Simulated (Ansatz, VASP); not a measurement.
Si2C: VASP beside Ansatz

```
Si C
1.0
     4.72031    0.00000    0.00000
    -2.36016    4.08791    0.00000
     0.00000    0.00000    5.92496
Si C
4 2
Direct
  0.50000 0.00000 0.50000
  0.00000 0.50000 0.50000
  0.50000 0.50000 0.50000
  0.00000 0.00000 0.00000
  0.00000 0.00000 0.30003
  0.00000 0.00000 0.69997
```

Alike in both runs: task relaxation of cell and atoms; functional PBE; k mesh 6 × 6 × 4; occupations gaussian, width 0.1 eV; no spin polarisation.

```csv
,VASP,Ansatz
version,VASP 6.6.1,Ansatz 0.2.0
potentials or method,"VASP PAW PBE potentials, release 64 (Si, C), cutoff 600 eV","scalar-relativistic, plane waves, PAW"
valence electrons in the cell,24,24
```

Ansatz gave:

- gap on the k mesh at the Fermi level, each at its own relaxed structure (eV): none
- relaxed volume (Å³/atom): 19.24
- relaxed cell length with the largest relative difference (Å): 5.912

Task: Which values does VASP return?

Result: gap on the k mesh at the Fermi level, each at its own relaxed structure (eV): none; relaxed volume (Å³/atom): 19.26; relaxed cell length with the largest relative difference (Å): 5.915.

A gap of «none» marks a metal or a gap that the smearing closes.
